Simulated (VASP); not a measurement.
A run of VASP 6.6.1 is set up as follows.

The input INCAR:

```
  ALGO = Normal
  EDIFF = 1E-8
  ENCUT = 520
  GGA = CA
  IBRION = 8
  ISIF = 2
  ISMEAR = 0
  LASPH = T
  LCHARG = T
  LEPSILON = T
  LREAL = F
  LWAVE = F
  NBANDS = 11
  NELM = 80
  NSW = 1
  PREC = Accurate
  SIGMA = 0.01
```

KPOINTS

```
k-points
0
Gamma
  8 8 8
```

Contents of POSCAR:

```
BN
1.0
    0.0000000000      1.7910000000      1.7910000000
    1.7910000000      0.0000000000      1.7910000000
    1.7910000000      1.7910000000      0.0000000000
B N
1 1
Direct
    0.0000000000      0.0000000000      0.0000000000
    0.2500000000      0.2500000000      0.2500000000
```

Potentials or basis: VASP PAW LDA potentials, release 64 (B, N).

Run with:

```sh
$ cat potpaw_LDA.64/B/POTCAR potpaw_LDA.64/N/POTCAR > POTCAR
$ mpirun -np 1 vasp_std > vasp.out
```

**Question.** What does it give for the electronic dielectric tensor (diagonal)?

**Answer.** 4.58.

**Question.** What does it give for the Born charges (mean of the diagonal)?

**Answer.** B +1.87; N -1.87 e.

**Question.** What does it give for the highest phonon frequency at Γ, LO-TO splitting left out?

**Answer.** 1069 cm⁻¹.

Electronic dielectric tensor:
```
4.58 0.00 0.00
0.00 4.58 0.00
0.00 0.00 4.58
```

Caveat: the k points lie up to 0.38 Å⁻¹ apart.
